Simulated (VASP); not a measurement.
A run of VASP 6.6.1:

File POSCAR:

```
TiO
1.0
    3.0309987015      0.0000000000      0.0000000000
   -1.5154993507      2.6249218743      0.0000000000
    0.0000000000      0.0000000000      3.2377000000
Ti O
1 1
Direct
    0.0000000000      0.0000000000      0.5000000000
    0.6666666667      0.3333333333      0.0000000000
```

File INCAR.step1:

```
SYSTEM = TiO
PREC = Accurate
ENCUT = 520
ISMEAR = 0
SIGMA = 0.1
LREAL = .False.
LASPH = .True.
NELM = 100
NBANDS = 16
GGA = PE
ALGO = Normal
EDIFF = 1E-4
LWAVE = .True.
LCHARG = .False.
```

INCAR.step2

```
SYSTEM = TiO
PREC = Accurate
ENCUT = 520
EDIFF = 1E-7
ISMEAR = 0
SIGMA = 0.1
LREAL = .False.
LASPH = .True.
NELM = 100
ALGO = Normal
ISIF = 2
LWAVE = .False.
LCHARG = .True.
METAGGA = R2SCAN
LMIXTAU = .True.
LELF = .True.
LVHAR = .True.
NBANDS = 16
ISTART = 1
```

File KPOINTS:

```
regular mesh
0
Gamma
  12 12 12
  0 0 0
```

Potentials or basis: VASP PAW PBE potentials, release 64 (Ti_sv, O).

Launch:

```console
$ cat potpaw_PBE.64/Ti_sv/POTCAR potpaw_PBE.64/O/POTCAR > POTCAR
$ cp INCAR.step1 INCAR
$ mpirun -np 1 vasp_std > vasp.out
$ cp INCAR.step2 INCAR
$ mpirun -np 1 vasp_std > vasp.out
```

Hardware: 1 thread of Intel(R) Xeon(R) 6975P-C (Granite Rapids), on a shared host.

Question: How long does it take, and how much memory?

Answer: Run time: 64 s on 1 thread of Intel(R) Xeon(R) 6975P-C (Granite Rapids) (shared host), peak memory 0.18 GiB. Counts: k points 133.
